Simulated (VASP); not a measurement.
# SnBi2O5 (Immm) in VASP: relaxation of cell and atoms with PBE

Aim: the relaxation of cell and atoms of SnBi2O5 with PBE.

Program: VASP 6.6.1. These are calculated values, not measurements. Logs are shortened: lines on timing, memory, paths and dates and some standing lists are left out, and cuts for length are marked.

## (1) The cell of the first run

It takes space group Immm (No. 71, orthorhombic). The conventional cell has a = 3.900 Å, b = 3.950 Å, c = 16.800 Å, α = 90.00°, β = 90.00°, γ = 90.00°. Within 2.6 Å of Sn (site symmetry mmm) lie 4 O at 1.93 to 1.98 Å. Bi (site symmetry mm2) has 8 O at 2.37 to 2.93 Å within 3.1 Å. O (site symmetry mm2) has 1 Sn at 1.93 Å within 2.6 Å. O (site symmetry mmm) has 2 Sn at 1.98 Å within 2.6 Å. Within 3.1 Å of O (site symmetry mm2) lie 4 Bi at 2.37 to 2.39 Å and 8 O at 2.78 to 3.01 Å.

## (2) Relaxation of cell and atoms, PBE (atoms taken out)

INCAR

```
SYSTEM = SnBi2O5
PREC = Accurate
ENCUT = 600
EDIFF = 1E-6
ISMEAR = 0
SIGMA = 0.15
LREAL = .False.
LASPH = .True.
NELM = 60
ALGO = Normal
ISIF = 3
LWAVE = .False.
LCHARG = .False.
GGA = PE
IBRION = 2
NSW = 36
EDIFFG = -0.08
```

KPOINTS

```
Automatic mesh
0
Gamma
  4 4 4
  0 0 0
```

POSCAR

```
SnBi2O5
1.0
   -1.9500000000      1.9750000000      8.4000000000
    1.9500000000     -1.9750000000      8.4000000000
    1.9500000000      1.9750000000     -8.4000000000
Sn Bi O
1 2 5
Direct
    0.0000000000      0.0000000000      0.0000000000
    0.6700000000      0.6700000000      0.0000000000
    0.3300000000      0.3300000000      0.0000000000
    0.1150000000      0.1150000000      0.0000000000
    0.8850000000      0.8850000000      0.0000000000
    0.5000000000      0.0000000000      0.5000000000
    0.7500000000      0.2500000000      0.5000000000
    0.2500000000      0.7500000000      0.5000000000
```

Potentials or basis: VASP PAW PBE potentials, release 64 (Sn_d, Bi_d, O).

Launch:

```
$ cat potpaw_PBE.64/Sn_d/POTCAR potpaw_PBE.64/Bi_d/POTCAR potpaw_PBE.64/O/POTCAR > POTCAR
$ mpirun -np 1 vasp_std > vasp.out
```

OUTCAR:

```text
SYSTEM = SnBi2O5
   PREC = Accurate
   ENCUT = 600
   EDIFF = 1E-6
   ISMEAR = 0
   LREAL = .False.
   LASPH = .True.
   NELM = 60
   ISIF = 3
   GGA = PE
   IBRION = 2
   NSW = 36
   EDIFFG = -0.08

 ion  position               nearest neighbor table
   1  0.000  0.000  0.000-   4 1.93   5 1.93   6 1.98   6 1.98
   2  0.670  0.670  0.000-   7 2.37   7 2.37   8 2.39   8 2.39   4 2.93   4 2.93   4 2.93   4 2.93
                             3 3.86   3 3.86   3 3.86   3 3.86
   3  0.330  0.330  0.000-   8 2.37   8 2.37   7 2.39   7 2.39   5 2.93   5 2.93   5 2.93   5 2.93
                             2 3.86   2 3.86   2 3.86   2 3.86
   4  0.115  0.115  0.000-   1 1.93   2 2.93   2 2.93   2 2.93   2 2.93
   5  0.885  0.885  0.000-   1 1.93   3 2.93   3 2.93   3 2.93   3 2.93
   6  0.500  0.000  0.500-   1 1.98   1 1.98
   7  0.750  0.250  0.500-   2 2.37   2 2.37   3 2.39   3 2.39
   8  0.250  0.750  0.500-   3 2.37   3 2.37   2 2.39   2 2.39

  LATTYP: Found a body centered orthorhombic cell.
 ALAT       =     3.9000000000
 B/A-ratio  =     1.0128205128
 C/A-ratio  =     4.3076923077

  Lattice vectors:

 A1 = (  -1.9500000000,   1.9750000000,   8.4000000000)
 A2 = (   1.9500000000,  -1.9750000000,   8.4000000000)
 A3 = (   1.9500000000,   1.9750000000,  -8.4000000000)

Analysis of symmetry for initial positions (statically):
=====================================================================
 Subroutine PRICEL returns:
 Original cell was already a primitive cell.

 Routine SETGRP: Setting up the symmetry group for a
 body centered orthorhombic supercell.

 Subroutine GETGRP returns: Found  8 space group operations
 (whereof  8 operations were pure point group operations)
 out of a pool of  8 trial point group operations.

The static configuration has the point symmetry D_2h.

Analysis of symmetry for dynamics (positions and initial velocities):
=====================================================================
 Subroutine PRICEL returns:
 Original cell was already a primitive cell.

 Routine SETGRP: Setting up the symmetry group for a
 body centered orthorhombic supercell.

 Subroutine GETGRP returns: Found  8 space group operations
 (whereof  8 operations were pure point group operations)
 out of a pool of  8 trial point group operations.

The dynamic configuration has the point symmetry D_2h.

 Subroutine INISYM returns: Found  8 space group operations
 (whereof  8 operations are pure point group operations),
 and found     1 'primitive' translations

----------------------------------------------------------------------------------------

                                     Primitive cell

  volume of cell :     129.4020

  direct lattice vectors                    reciprocal lattice vectors
    -1.950000000  1.975000000  8.400000000     0.000000000  0.253164557  0.059523810
     1.950000000 -1.975000000  8.400000000     0.256410256  0.000000000  0.059523810
     1.950000000  1.975000000 -8.400000000     0.256410256  0.253164557  0.000000000

  length of vectors
     8.846644844  8.846644844  8.846644844     0.260068023  0.263228615  0.360331115

  position of ions in fractional coordinates (direct lattice)
     0.000000000  0.000000000  0.000000000
     0.670000000  0.670000000  0.000000000
     0.330000000  0.330000000  0.000000000
     0.115000000  0.115000000  0.000000000
     0.885000000  0.885000000  0.000000000
     0.500000000  0.000000000  0.500000000
     0.750000000  0.250000000  0.500000000
     0.250000000  0.750000000  0.500000000

  ion indices of the primitive-cell ions
   primitive index   ion index
                 1           1
                 2           2
                 3           3
                 4           4
                 5           5
                 6           6
                 7           7
                 8           8

----------------------------------------------------------------------------------------

 KPOINTS: Automatic mesh

Automatic generation of k-mesh.
 Grid dimensions read from file:
 generate k-points for:    4    4    4

 Generating k-lattice:

  Cartesian coordinates                     Fractional coordinates (reciprocal lattice)
     0.000000000  0.063291139  0.014880952     0.250000000  0.000000000  0.000000000
     0.064102564  0.000000000  0.014880952     0.000000000  0.250000000 -0.000000000
     0.064102564  0.063291139  0.000000000     0.000000000 -0.000000000  0.250000000

  Length of vectors
     0.065017006  0.065807154  0.090082779

  Shift w.r.t. Gamma in fractional coordinates (k-lattice)
     0.000000000  0.000000000  0.000000000

 Subroutine IBZKPT returns following result:
 ===========================================

 Found     18 irreducible k-points:

 Following reciprocal coordinates:
            Coordinates               Weight
  0.000000  0.000000  0.000000      1.000000
  0.250000 -0.000000  0.000000      4.000000
  0.500000 -0.000000  0.000000      2.000000
  0.000000  0.250000  0.000000      4.000000
  0.250000  0.250000  0.000000      8.000000
  0.500000  0.250000  0.000000      8.000000
[... 10 lines left out ...]
 -0.250000 -0.250000  0.250000      2.000000
  0.500000  0.500000  0.500000      1.000000
   k-points           NKPTS =     18   k-points in BZ     NKDIM =     18   number of bands    NBANDS=     44
   number of dos      NEDOS =    301   number of ions     NIONS =      8
   total plane-waves  NPLWV = 373248
   dimension x,y,z NGX =    72 NGY =   72 NGZ =   72
   dimension x,y,z NGXF=   144 NGYF=  144 NGZF=  144
   ions per type =               1   2   5
   NGX,Y,Z   is equivalent  to a cutoff of  13.53, 13.53, 13.53 a.u.
   NGXF,Y,Z  is equivalent  to a cutoff of  27.06, 27.06, 27.06 a.u.
 SYSTEM =  SnBi2O5
   PREC   = accura    normal or accurate (medium, high low for compatibility)
   ISTART =      0    job   : 0-new  1-cont  2-samecut
   ICHARG =      2    charge: 1-file 2-atom 10-const
   ISPIN  =      1    spin polarized calculation?
   LNONCOLLINEAR =      F non collinear calculations
   LSORBIT =      F    spin-orbit coupling
   LASPH  =      T    aspherical Exc in radial PAW
   ENCUT  =  600.0 eV  44.10 Ry    6.64 a.u.  17.67 17.67 17.67*2*pi/ulx,y,z
   NELM   =     60;   NELMIN=  2; NELMDL= -5     # of ELM steps
   EDIFF  = 0.1E-05   stopping-criterion for ELM
   LREAL  =      F    real-space projection
   EDIFFG = -.8E-01   stopping-criterion for IOM
   NSW    =     36    number of steps for IOM
   IBRION =      2    ionic relax: 0-MD 1-quasi-New 2-CG
   NFREE  =      1    steps in history (QN), initial steepest desc. (CG)
   ISIF   =      3    stress and relaxation
   ISYM   =      2    0-nonsym 1-usesym 2-fastsym
   POTIM  = 0.5000    time-step for ionic-motion
   TEBEG  =    0.0;   TEEND  =   0.0 temperature during run
   PSTRESS=    0.0 pullay stress
   NELECT =      74.0000    total number of electrons
   NUPDOWN=      -1.0000    fix difference up-down
   EMIN   =  10.00;   EMAX   =-10.00  energy-range for DOS
   EFERMI =   0.00;   METHOD = LEGACY
   ISMEAR =     0;   SIGMA  =   0.15  broadening in eV -4-tet -1-fermi 0-gaus
   EFERMI_NEDOS =   21; number of points for ismear=-14 and -15
   IALGO  =     38    algorithm
   IMIX   =      4    mixing-type and parameters
     AMIX     =   0.40;   BMIX     =  1.00
     AMIX_MAG =   1.60;   BMIX_MAG =  1.00
  volume/ion in A,a.u.               =      16.18       109.16
  Fermi-wavevector in a.u.,A,eV,Ry     =   1.358851  2.567855 25.122820  1.846475
  Thomas-Fermi vector in A             =   2.485649
   LORBIT       =      0    0 simple, 1 ext, 2 COOP (PROOUT), +10 PAW based schemes
   GGA     = PE    functional components
   LHFCALC =     F    Hartree Fock is set to
   AEXX    =    0.0000 exact exchange contribution
   IVDW    =     0    specifies the selected vdW correction
   LEPSILON=     F    determine dielectric tensor
   LRPA    =     F    only Hartree local field effects (RPA)
 conjugate gradient relaxation of ions
 non-spin polarized calculation
 Gauss-broadening in eV      SIGMA  =   0.15
  energy-cutoff  :      600.00
  volume of cell :      129.40
 maximum number of plane-waves:      4335
 NGX is ok and might be reduce to    72
   NGX = 35   NGY = 35   NGZ = 35

--------------------------------------- Ionic step        1  -------------------------------------------

 number of electron      74.0000002 magnetization

 Free energy of the ion-electron system (eV)
  ---------------------------------------------------
  ext. energy  EPLUGINS =         0.00000000
  ---------------------------------------------------
  free energy    TOTEN  =       -44.83878840 eV

  energy without entropy =      -44.83878712  energy(sigma->0) =      -44.83878776

------------------------ aborting loop because EDIFF is reached ----------------------------------------

  FORCE on cell =-STRESS in cart. coord.  units (eV):
  Direction    XX          YY          ZZ          XY          YZ          ZX
  --------------------------------------------------------------------------------------
  -------------------------------------------------------------------------------------
  Total       -6.8485935     -0.4192066      0.9078984     -0.0000000      0.0000000      0.0000000
  in kB      -84.7951442     -5.1903632     11.2410496     -0.0000000      0.0000000      0.0000000
  external PRESSURE =     -26.2481526 kB  Pullay stress =       0.0000000 kB
[... 279 lines left out ...]
  energy  without entropy=      -45.1663543476  energy(sigma->0) =      -45.16635997

--------------------------------------- Ionic step        8  -------------------------------------------

 number of electron      74.0000010 magnetization

 Free energy of the ion-electron system (eV)
  ---------------------------------------------------
  ext. energy  EPLUGINS =         0.00000000
  ---------------------------------------------------
  free energy    TOTEN  =       -45.17000075 eV

  energy without entropy =      -45.16999046  energy(sigma->0) =      -45.16999560

 E-fermi :   5.9624     XC(G=0): -10.5004

 val. band max:        5.5687171877   @ k =   0.5000  -0.0000   0.0000
 cond. band min:       6.3172884750   @ k =   0.5000   0.5000   0.5000
 fundamental gap:      0.7485712872
 Fermi energy:         5.9624389826

 k-point     1 :       0.0000    0.0000    0.0000
  band No.  band energies     occupation
      1     -16.8947      2.00000
      2     -16.7158      2.00000
      3     -16.6931      2.00000
      4     -16.6875      2.00000
      5     -16.6826      2.00000
      6     -16.6531      2.00000
[... 870 lines left out ...]
  FREE ENERGIE OF THE ION-ELECTRON SYSTEM (eV)
  ---------------------------------------------------
  free  energy   TOTEN  =       -45.1700007451 eV

  energy  without entropy=      -45.1699904577  energy(sigma->0) =      -45.16999560

 reached required accuracy - stopping structural energy minimisation
```

Wall time 34 min (1 thread of Intel Xeon Platinum 8488C (Sapphire Rapids), shared host); peak memory 0.87 GiB.

What came out:

| Item | Value |
| --- | --- |
| Free energy | -45.1700 eV |
| Relaxed volume | 15.58 Å³/atom |
| Relaxed cell | a = 8.954 Å, b = 8.954 Å, c = 8.954 Å, α = 156.38°, β = 154.29°, γ = 35.19° |
| Space group after relaxing (to 0.1 Å) | Immm (No. 71) |
| Energy gained by relaxing | 41.4 meV/atom |
| Ionic steps | 8 |
| Pressure after relaxing | 0.0 GPa |
| Largest force after relaxing | 0.044 eV/Å |
| Band gap on the k mesh | 0.75 eV (least direct gap 1.39 eV) |

Forces in eV/Å, atoms in the order of the input:
```
Sn   0.000  0.000  0.000
Bi   0.000  0.000  0.044
Bi   0.000  0.000 -0.044
O    0.000  0.000 -0.020
O    0.000  0.000  0.020
O    0.000  0.000  0.000
O    0.000  0.000 -0.012
O    0.000  0.000  0.012
```

Stress tensor (GPa, compression positive):
```
 0.01  0.00  0.00
 0.00 -0.14  0.00
 0.00  0.00  0.04
```

The path:
| step | energy change (eV) | largest force (eV/Å) | pressure (GPa) | volume (Å³) |
| --- | --- | --- | --- | --- |
| 1 | 0.0000 | 1.4557 | -2.62 | 129.40 |
| 2 | -0.2892 | 0.3032 | 1.11 | 124.42 |
| 3 | -0.2893 | 0.2987 | 1.05 | 124.48 |
| 4 | -0.3125 | 0.3377 | -1.01 | 125.90 |
| 5 | -0.3125 | 0.3363 | -0.99 | 125.89 |
| 6 | -0.3274 | 0.1162 | -0.10 | 124.96 |
| 7 | -0.3276 | 0.1111 | 0.05 | 124.83 |
| 8 | -0.3312 | 0.0441 | -0.03 | 124.63 |

Final structure:
```
Sn Bi O
1.0
    -1.83253    1.99221    8.53474
     1.83253   -1.99221    8.53474
     1.83253    1.99221   -8.53474
Sn Bi O
1 2 5
Direct
  0.00000 0.00000 0.00000
  0.67363 0.67363 0.00000
  0.32637 0.32637 0.00000
  0.11581 0.11581 0.00000
  0.88419 0.88419 0.00000
  0.50000 0.00000 0.50000
  0.75308 0.25308 0.50000
  0.24692 0.74692 0.50000
```

Caveat: the cell differs from its parent crystal (atoms taken out); spin-orbit coupling is left out, which moves the levels of the heavy elements; the relaxation stopped at a loose force limit of 0.08 eV/Å, so its end isn't a converged minimum.
